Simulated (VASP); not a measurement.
# Hf11Si13 in VASP: further runs, part 4 of 5

VASP 6.6.1. Earlier steps stand in the parts before.

## 5. Single point, PBE

Input file INCAR:

```
SYSTEM = Hf11Si13
ALGO = Normal
EDIFF = 1E-6
ENCUT = 520
GGA = PE
ISIF = 2
ISMEAR = -1
ISYM = 0
LASPH = .TRUE.
LCHARG = .FALSE.
LREAL = Auto
LWAVE = .FALSE.
NBANDS = 99
NELM = 80
PREC = Accurate
SIGMA = 0.05
```

Input file KPOINTS:

```
Automatic mesh
0
Gamma
  1 1 1
  0.25 0.25 0.25
```

Input file POSCAR:

```
Hf11Si13
1.0
    7.7410930000     -0.0769270000      0.2103670000
   -0.0769270000      7.9026600000      0.0117030000
    0.2103670000      0.0117030000      7.8669780000
Si Hf
13 11
Direct
    0.5149623841      1.0165794074      0.7140982064
    0.9633856938      0.3175220512      0.2030725752
    0.7663768163      0.9288228716      0.5593194228
    0.1292355590      0.5542309678      0.6502438342
    0.6823814116      0.9746479626      0.1142516433
    0.8367206848      0.6135511952      0.7686852804
    0.6951970338      0.3664082500      0.6656072268
    0.2995845861      0.2136434550      0.2586137930
    0.1010021174      0.4307544008      0.9269603104
    0.5672350133      0.6548583855      0.1569271789
    0.9454899879      0.1962767818      0.5769491259
    0.0014989153      0.1162419227      0.9496636826
    0.5207875939      0.5362141478      0.4891506195
    0.4310069992      0.8756174730      0.4312480598
    0.2857556363      0.2494404633      0.6619800185
    0.9229804234      0.6997545195      0.0676803914
    0.0198146339      0.9742641482      0.3174371203
    0.2415515951      0.5659769493      0.3149997226
    0.0960464160      0.8822403207      0.7072775779
    0.8573091556      0.6186034424      0.4297651435
    0.3429642571      0.9872407880      0.0187922172
    0.6232884951      0.2202588867      0.3502196116
    0.4447239008      0.6688064819      0.7929627774
    0.6360634229      0.3429716057      0.9848296829
```

Potentials or basis: VASP PAW PBE potentials, release 64 (Si, Hf_pv).

Command:

```console
cat potpaw_PBE.64/Si/POTCAR potpaw_PBE.64/Hf_pv/POTCAR > POTCAR
mpirun -np 1 vasp_std > vasp.out
```

OUTCAR:

```text
SYSTEM = Hf11Si13
   EDIFF = 1E-6
   ENCUT = 520
   GGA = PE
   ISIF = 2
   ISMEAR = -1
   ISYM = 0
   LASPH = .TRUE.
   LREAL = Auto
   NELM = 80
   PREC = Accurate

 ion  position               nearest neighbor table
   1  0.515  0.017  0.714-   3 2.36  14 2.60  15 2.63  21 2.69  23 2.85   7 3.09  22 3.34  19 3.40
                            24 3.50
   2  0.963  0.318  0.203-   9 2.52  12 2.56   8 2.80  17 2.90  22 2.91  18 3.05  20 3.08  11 3.09
                            24 3.15  16 3.23
   3  0.766  0.929  0.559-   1 2.36  11 2.51  17 2.68  20 2.75  14 2.86  19 2.89   6 3.06  22 3.08

   4  0.129  0.554  0.650-   9 2.38   6 2.46  19 2.65  15 2.72  18 2.73  20 2.85  23 2.87
   5  0.682  0.975  0.114-  10 2.68  22 2.72  21 2.78  16 2.90  12 2.93  24 3.12  17 3.14  14 3.17

   6  0.837  0.614  0.769-   7 2.39   4 2.46  16 2.57  20 2.66   9 2.87  19 2.92   3 3.06  23 3.07
                            24 3.07
   7  0.695  0.366  0.666-   6 2.39  13 2.41  11 2.45  24 2.53  22 2.82  20 2.94   1 3.09  23 3.23
                            15 3.29
   8  0.300  0.214  0.259-  21 2.62  22 2.65   2 2.80  18 2.86  17 2.87  15 3.18  14 3.20  24 3.43
[... 11 lines left out ...]
  14  0.431  0.876  0.431-   1 2.60  13 2.83   3 2.86  10 2.94  18 3.00  22 3.13   5 3.17   8 3.20
                            23 3.29  19 3.29  17 3.46  21 3.47  15 3.64
  15  0.286  0.249  0.662-   1 2.63   4 2.72  11 2.78   9 2.87  13 3.14   8 3.18  12 3.23  19 3.24
                             7 3.29  22 3.50  21 3.54  14 3.64  23 3.68  18 3.73
  16  0.923  0.700  0.068-   6 2.57   9 2.76  10 2.82   5 2.90  20 2.93  17 3.04   2 3.23  19 3.38
                            18 3.41  12 3.45  24 3.64
  17  0.020  0.974  0.317-   3 2.68  11 2.74   8 2.87   2 2.90  16 3.04  12 3.11   5 3.14  20 3.16
                            19 3.24  21 3.34  14 3.46  22 3.66  18 3.68
  18  0.242  0.566  0.315-  13 2.64   4 2.73  10 2.83   8 2.86  14 3.00   2 3.05  20 3.10  16 3.41
                             9 3.46  17 3.68  15 3.73
  19  0.096  0.882  0.707-   4 2.65  12 2.74   3 2.89   6 2.92  11 2.97  15 3.24  17 3.24  21 3.29
                            14 3.29  23 3.31  16 3.38   1 3.40  20 3.58
  20  0.857  0.619  0.430-   6 2.66  13 2.69   3 2.75   4 2.85  16 2.93   7 2.94   2 3.08  18 3.10
                            17 3.16  10 3.21  19 3.58  22 3.67
  21  0.343  0.987  0.019-   8 2.62   1 2.69   5 2.78  12 2.93  23 3.17  19 3.29  17 3.34  10 3.39
                            14 3.47  15 3.54  24 3.58
  22  0.623  0.220  0.350-   8 2.65   5 2.72   7 2.82  13 2.84   2 2.91  24 3.03   3 3.08  14 3.13
                            11 3.15   1 3.34  15 3.50  17 3.66  20 3.67
  23  0.445  0.669  0.793-  13 2.65   1 2.85   4 2.87  10 3.07   6 3.07  21 3.17   7 3.23  14 3.29
                            19 3.31   9 3.35  24 3.39  15 3.68
  24  0.636  0.343  0.985-   7 2.53  10 2.86  22 3.03   6 3.07   5 3.12   2 3.15  12 3.38  23 3.39
                             8 3.43   1 3.50  21 3.58  16 3.64

IMPORTANT INFORMATION: All symmetrisations will be switched off!
NOSYMM: (Re-)initialisation of all symmetry stuff for point group C_1.

----------------------------------------------------------------------------------------

                                     Primitive cell

  volume of cell :     480.8664

  direct lattice vectors                    reciprocal lattice vectors
     7.741093000 -0.076927000  0.210367000     0.129287284  0.001263646 -0.003459088
    -0.076927000  7.902660000  0.011703000     0.001263646  0.126552301 -0.000222051
     0.210367000  0.011703000  7.866978000    -0.003459088 -0.000222051  0.127206441

  length of vectors
     7.744332952  7.903043072  7.869798859     0.129339722  0.126558805  0.127253658

  position of ions in fractional coordinates (direct lattice)
     0.514962384  0.016579407  0.714098206
     0.963385694  0.317522051  0.203072575
     0.766376816  0.928822872  0.559319423
     0.129235559  0.554230968  0.650243834
     0.682381412  0.974647963  0.114251643
     0.836720685  0.613551195  0.768685280
[... 16 lines left out ...]
     0.444723901  0.668806482  0.792962777
     0.636063423  0.342971606  0.984829683

  ion indices of the primitive-cell ions
   primitive index   ion index
[... 64 lines left out ...]
   ISTART =      0    job   : 0-new  1-cont  2-samecut
   ICHARG =      2    charge: 1-file 2-atom 10-const
   ISPIN  =      1    spin polarized calculation?
   LNONCOLLINEAR =      F non collinear calculations
   LSORBIT =      F    spin-orbit coupling
   LASPH  =      T    aspherical Exc in radial PAW
   ENCUT  =  520.0 eV  38.22 Ry    6.18 a.u.  14.40 14.69 14.63*2*pi/ulx,y,z
   NELM   =     80;   NELMIN=  2; NELMDL= -5     # of ELM steps
   EDIFF  = 0.1E-05   stopping-criterion for ELM
   LREAL  =      T    real-space projection
   EDIFFG = 0.1E-04   stopping-criterion for IOM
   NSW    =      0    number of steps for IOM
   IBRION =     -1    ionic relax: 0-MD 1-quasi-New 2-CG
   NFREE  =      0    steps in history (QN), initial steepest desc. (CG)
   ISIF   =      2    stress and relaxation
   ISYM   =      0    0-nonsym 1-usesym 2-fastsym
   POTIM  = 0.5000    time-step for ionic-motion
   TEBEG  =    0.0;   TEEND  =   0.0 temperature during run
   PSTRESS=    0.0 pullay stress
   NELECT =     162.0000    total number of electrons
   NUPDOWN=      -1.0000    fix difference up-down
   EMIN   =  10.00;   EMAX   =-10.00  energy-range for DOS
   EFERMI =   0.00;   METHOD = LEGACY
   ISMEAR =    -1;   SIGMA  =   0.05  broadening in eV -4-tet -1-fermi 0-gaus
   EFERMI_NEDOS =   21; number of points for ismear=-14 and -15
   IALGO  =     38    algorithm
   IMIX   =      4    mixing-type and parameters
     AMIX     =   0.40;   BMIX     =  1.00
     AMIX_MAG =   1.60;   BMIX_MAG =  1.00
  volume/ion in A,a.u.               =      20.04       135.21
  Fermi-wavevector in a.u.,A,eV,Ry     =   1.139126  2.152636 17.655022  1.297608
  Thomas-Fermi vector in A             =   2.275830
   LORBIT       =      0    0 simple, 1 ext, 2 COOP (PROOUT), +10 PAW based schemes
   GGA     = PE    functional components
   LHFCALC =     F    Hartree Fock is set to
   AEXX    =    0.0000 exact exchange contribution
   IVDW    =     0    specifies the selected vdW correction
   LEPSILON=     F    determine dielectric tensor
   LRPA    =     F    only Hartree local field effects (RPA)
 non-spin polarized calculation
  energy-cutoff  :      520.00
  volume of cell :      480.87
 maximum number of plane-waves:     12936
 NGX is ok and might be reduce to    60
   NGX = 29   NGY = 29   NGZ = 29

 number of electron     161.9999995 magnetization

 Free energy of the ion-electron system (eV)
  ---------------------------------------------------
  ext. energy  EPLUGINS =         0.00000000
  ---------------------------------------------------
  free energy    TOTEN  =      -182.00457826 eV

  energy without entropy =     -181.85937729  energy(sigma->0) =     -181.93197778

 E-fermi :   5.9645     XC(G=0): -10.7063

 val. band max:        5.9230193153   @ k =   0.2500   0.2500   0.2500
 cond. band min:       5.9992492917   @ k =   0.2500   0.2500   0.2500
 fundamental gap:      0.0762299764
 Fermi energy:         5.9644666677

 k-point     1 :       0.2500    0.2500    0.2500
  band No.  band energies     occupation
      1     -25.4357      2.00000
      2     -25.3160      2.00000
      3     -25.2544      2.00000
      4     -25.1415      2.00000
      5     -25.1189      2.00000
      6     -25.0880      2.00000
[... 85 lines left out ...]
     92       7.2364      0.00000
     93       7.3487      0.00000
 [bands above 93 left out]

------------------------ aborting loop because EDIFF is reached ----------------------------------------

  FORCE on cell =-STRESS in cart. coord.  units (eV):
  Direction    XX          YY          ZZ          XY          YZ          ZX
  --------------------------------------------------------------------------------------
  -------------------------------------------------------------------------------------
  Total      -31.8562154    -22.6321446     -6.3468957      0.5080292      4.1447000     -3.9417070
  in kB     -106.1402963    -75.4070283    -21.1469374      1.6926798     13.8095402    -13.1331968
  external PRESSURE =     -67.5647540 kB  Pullay stress =       0.0000000 kB

 VOLUME and BASIS-vectors are now :
 -----------------------------------------------------------------------------
  energy-cutoff  :      520.00
  volume of cell :      480.87
      direct lattice vectors                 reciprocal lattice vectors
     7.741093000 -0.076927000  0.210367000     0.129287284  0.001263646 -0.003459088
    -0.076927000  7.902660000  0.011703000     0.001263646  0.126552301 -0.000222051
     0.210367000  0.011703000  7.866978000    -0.003459088 -0.000222051  0.127206441

 POSITION                                       TOTAL-FORCE (eV/Angst)
 -----------------------------------------------------------------------------------
      4.13532      0.09976      5.72632         0.319659      0.087623      0.782887
      7.47595      2.43754      1.80395        -0.361820      0.048513      0.432069
      5.97880      7.28776      4.57224         0.078241     -0.054802      0.054411
      1.09458      4.37757      5.14913         0.224062      0.129859     -0.972024
      5.23144      7.65116      1.05377         0.719351     -0.144906      0.167567
      6.59164      4.79332      6.23043         0.087327      0.215895      0.222516
[... 16 lines left out ...]
      3.55801      5.26042      6.33960        -0.052984     -0.109007      0.450354
      5.10462      2.67298      7.88545        -0.173992      0.102843      1.019557
 -----------------------------------------------------------------------------------
    total drift:                               -0.002274     -0.004144      0.003264

  FREE ENERGIE OF THE ION-ELECTRON SYSTEM (eV)
  ---------------------------------------------------
  free  energy   TOTEN  =      -182.0045782619 eV

  energy  without entropy=     -181.8593772916  energy(sigma->0) =     -181.93197778
```

Wall time 2.2 min (1 thread of Intel Xeon Platinum 8259CL at 2.50GHz (Skylake/Cascade Lake), shared host); peak memory 0.47 GiB.

What came out:

```yaml
Free_energy: -182.0046 eV
Pressure: -6.8 GPa
Largest_force: 1.397 eV/Å
Band_gap_on_the_k_mesh: 0.08 eV
```

Forces on the atoms (eV/Å):
```
Si   0.320  0.088  0.783
Si  -0.362  0.049  0.432
Si   0.078 -0.055  0.054
Si   0.224  0.130 -0.972
Si   0.719 -0.145  0.168
Si   0.087  0.216  0.223
Si  -0.159 -0.287 -0.622
Si  -0.463  0.555  0.629
Si   0.557 -0.262  0.230
Si  -0.133  0.061  0.099
Si  -0.368 -0.304 -0.195
Si  -0.012  0.117  0.069
Si  -0.513 -0.194 -0.290
Hf  -0.007  0.183 -1.363
Hf  -0.030  0.608 -0.259
Hf  -0.035 -0.016  0.025
Hf  -0.058  0.752 -0.969
Hf  -0.169 -0.651 -0.755
Hf  -0.120 -0.390 -0.141
Hf  -0.493 -0.263  0.066
Hf   0.174 -0.695  0.474
Hf   0.988  0.509  0.845
Hf  -0.053 -0.109  0.450
Hf  -0.174  0.103  1.020
```

Stress tensor (GPa, compression positive):
```
-10.61   0.17  -1.31
  0.17  -7.54   1.38
 -1.31   1.38  -2.11
```

Levels at points of the mesh, in eV from the valence-band top:
| k point | band 77 | band 78 | band 79 | band 80 | band 81 | band 82 | band 83 | band 84 | band 85 | band 86 |
| --- | --- | --- | --- | --- | --- | --- | --- | --- | --- | --- |
| (0.25, 0.25, 0.25) | -0.48 | -0.39 | -0.23 | -0.13 | 0.00 | 0.08 | 0.30 | 0.43 | 0.55 | 0.70 |

Caveat: the k points lie up to 0.81 Å⁻¹ apart; spin-orbit coupling is left out, which moves the levels of the heavy elements.

(Continued in part 5 of 5.)
